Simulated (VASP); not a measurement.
Wanted: the native input for a VASP 6.6.1 run.

```yaml
Task: single point
Functional: PBE
Potentials_or_basis: VASP PAW PBE potentials, release 64 (Zr_sv)
Cutoff: 520 eV
k_mesh: 18 × 18 × 10
Occupations: gaussian, width 0.15 eV
Spin: no spin polarisation
Dipole_correction: no
Further_INCAR_settings: ALGO = Fast; EDIFF = 1e-06; NBANDS = 19
```

The structure of Zr lies in POSCAR:

```
Zr
1.0
    3.1673582581      0.0000000000      0.0000000000
   -1.5836791290      2.7989925657      0.0000000000
    0.0000000000      0.0000000000      5.1470000000
Zr
2
Direct
    0.3333333333      0.6666666667      0.2500000000
    0.6666666667      0.3333333333      0.7500000000
```

This cell differs from its parent crystal: strain -0.0200 x Voigt [1, 0, 0, 0, 0, 0].

One way to write it, as run:

INCAR

```
PREC     = Accurate       # precision mode
ENCUT    = 520            # plane-wave cutoff, eV
EDIFF    = 1E-6           # SCF threshold, eV
ISMEAR   = 0              # smearing method
SIGMA    = 0.15           # smearing width, eV
LREAL    = False          # projectors in reciprocal space
LASPH    = True           # aspherical terms in the spheres
NELM     = 60             # most SCF steps
ALGO     = Fast           # electronic algorithm
ISIF     = 2              # what is computed and relaxed
LWAVE    = False          # write WAVECAR
LCHARG   = False          # write CHGCAR
GGA      = PE             # functional
NBANDS   = 19             # bands
```

KPOINTS

```
regular mesh
0
Gamma
  18 18 10
```

Potentials or basis: VASP PAW PBE potentials, release 64 (Zr_sv).

Command:

```bash
$ cat potpaw_PBE.64/Zr_sv/POTCAR > POTCAR
$ mpirun -np 1 vasp_std > vasp.out
```

Results of the run:

The pressure is 2.4 GPa, the largest force is 0.035 eV/Å and the band gap on the k mesh is zero (bands 12 and 13 overlap by 1.25 eV).

Caveat: the cell differs from its parent crystal (strain -0.0200 x Voigt [1, 0, 0, 0, 0, 0]).

It took 3.3 min on 1 thread of Intel(R) Xeon(R) 6975P-C (Granite Rapids) (shared host), peak memory 0.46 GiB.
